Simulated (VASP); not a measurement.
Write the native input for VASP 6.6.1 that does the following.

```yaml
Task: relaxation of cell and atoms
Functional: PBE
Potentials_or_basis: VASP PAW PBE potentials, release 64 (W_sv, C)
Cutoff: 600 eV
k_mesh: 8 × 8 × 8
Occupations: gaussian, width 0.1 eV
Spin: no spin polarisation
Dipole_correction: no
Further_INCAR_settings: ALGO = Normal; EDIFF = 1e-07; IBRION = 2; EDIFFG = -0.05; NSW = 100; ISIF = 3
```

The structure of WC lies in POSCAR:

```
WC
1.0
    0.0000000000      2.3920423765      2.3920423765
    2.3920423765      0.0000000000      2.3920423765
    2.3920423765      2.3920423765      0.0000000000
W C
1 1
Direct
    0.0000000000      0.0000000000      0.0000000000
    0.2500000000      0.2500000000      0.2500000000
```

The input as run:

INCAR

```
ALGO     = Normal         # electronic algorithm
EDIFF    = 1E-7           # SCF threshold, eV
EDIFFG   = -0.05          # ionic threshold
ENCUT    = 600            # plane-wave cutoff, eV
GGA      = PE             # functional
IBRION   = 2              # ionic algorithm
ISIF     = 3              # what is computed and relaxed
ISMEAR   = 0              # smearing method
LASPH    = T              # aspherical terms in the spheres
LCHARG   = F              # write CHGCAR
LREAL    = F              # projectors in reciprocal space
LWAVE    = F              # write WAVECAR
NELM     = 100            # most SCF steps
NSW      = 100            # ionic steps
PREC     = Accurate       # precision mode
SIGMA    = 0.1            # smearing width, eV
```

KPOINTS

```
k-points
0
Gamma
  8 8 8
```

Potentials or basis: VASP PAW PBE potentials, release 64 (W_sv, C).

Launch:

```bash
$ cat potpaw_PBE.64/W_sv/POTCAR potpaw_PBE.64/C/POTCAR > POTCAR
$ mpirun -np 1 vasp_std > vasp.out
```

Results of the run:

The relaxed volume is 13.02 Å³/atom. The relaxed cell is a = 3.327 Å, b = 3.327 Å, c = 3.327 Å, α = 60.00°, β = 60.00°, γ = 60.00° and the space group after relaxing (to 0.05 Å) is F-43m (No. 216). The energy gained by relaxing is 27.3 meV/atom and the ionic steps are 3. The pressure after relaxing is -0.5 GPa. The band gap on the k mesh is zero (band 9 reaches 9.63 eV, above the bottom of band 10 at 8.60 eV).

Caveat: spin-orbit coupling is left out, which moves the levels of the heavy elements.

It took 16 s on 1 thread of Intel(R) Xeon(R) 6975P-C (Granite Rapids), with other jobs on the host, peak memory 0.17 GiB.
